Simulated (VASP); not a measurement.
Runs of VASP 6.6.1 on Bi. The structure is that of space group Im-3m (No. 229), or close to it. The cells are those of the table. 

```tsv
level	cell	gap on the mesh (eV)	pressure (GPa)
BLYP	a = 3.409 Å, angles 109.5°, 1 atom	none	6.5
BLYP	a = 3.386 Å, angles 109.5°, 1 atom	none	8.1
revPBE+D3(BJ)	a = 3.373 Å, angles 109.5°, 1 atom	none	-0.1
BLYP	a = 3.362 Å, angles 109.5°, 1 atom	none	(b)
BLYP	a = 3.455 Å, angles 109.5°, 1 atom	none	(a)
```

Alike in all rows: task single point; potentials or basis VASP PAW PBE potentials, release 64 (Bi_d); no spin polarisation; k mesh 9 × 9 × 9; cutoff (eV) 520; smearing fermi-dirac 0.05 eV.

Problem. Fill in the values left out.

Solution. (a) 3.9; (b) 9.8.

Caveats: the PAW data sets were made with another functional, which shifts forces and pressure a little; spin-orbit coupling is left out, which moves the levels of the heavy elements; pairwise dispersion overbinds metals, which lowers pressure and volume (some runs).

A k mesh can miss the band edges, and the runs leave out spin-orbit coupling on Bi.

A gap of «none» marks levels without a gap at the run's occupations.
